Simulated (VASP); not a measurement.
Set up this calculation in VASP 6.6.1, as the native input.

```yaml
Task: single point
Functional: PBE
Potentials_or_basis: VASP PAW PBE potentials, release 64 (Ga_d, P)
Cutoff: 520 eV
k_mesh: 10 × 10 × 10
Occupations: gaussian, width 0.05 eV
Spin: no spin polarisation
Dipole_correction: no
Further_INCAR_settings: ALGO = Normal; EDIFF = 1e-06; NBANDS = 16
```

The structure of GaP lies in POSCAR:

```
GaP
1.0
    0.0000000000      2.9791659072      2.7495762872
    2.7495762872      0.0000000000      2.7495762872
    2.7495762872      2.9791659072      0.0000000000
Ga P
1 1
Direct
    0.0000000000      0.0000000000      0.0000000000
    0.7500000000      0.7500000000      0.7500000000
```

The input as run:

INCAR

```
SYSTEM = GaP
ALGO     = Normal         ! electronic algorithm
EDIFF    = 1E-6           ! SCF threshold, eV
ENCUT    = 520            ! plane-wave cutoff, eV
GGA      = PE             ! functional
ISIF     = 2              ! what is computed and relaxed
ISMEAR   = 0              ! smearing method
LASPH    = .True.         ! aspherical terms in the spheres
LCHARG   = .True.         ! write CHGCAR
LELF     = .True.         ! ELF
LREAL    = .False.        ! projectors in reciprocal space
LVHAR    = .True.       
LWAVE    = .False.        ! write WAVECAR
NBANDS   = 16             ! bands
NELM     = 100            ! most SCF steps
PREC     = Accurate       ! precision mode
SIGMA    = 0.05           ! smearing width, eV
```

KPOINTS

```
k-points
0
Gamma
  10 10 10
  0 0 0
```

Potentials or basis: VASP PAW PBE potentials, release 64 (Ga_d, P).

Launch:

```console
$ cat potpaw_PBE.64/Ga_d/POTCAR potpaw_PBE.64/P/POTCAR > POTCAR
$ mpirun -np 1 vasp_std > vasp.out
```

Results of the run:

* Pressure: -5.0 GPa
* Band gap on the k mesh: 0.75 eV

Caveat: the cell stands under tension.

It took 58 s on 1 thread of Intel(R) Xeon(R) Platinum 8259CL CPU @ 2.50GHz (Skylake/Cascade Lake) (shared host), peak memory 0.22 GiB.
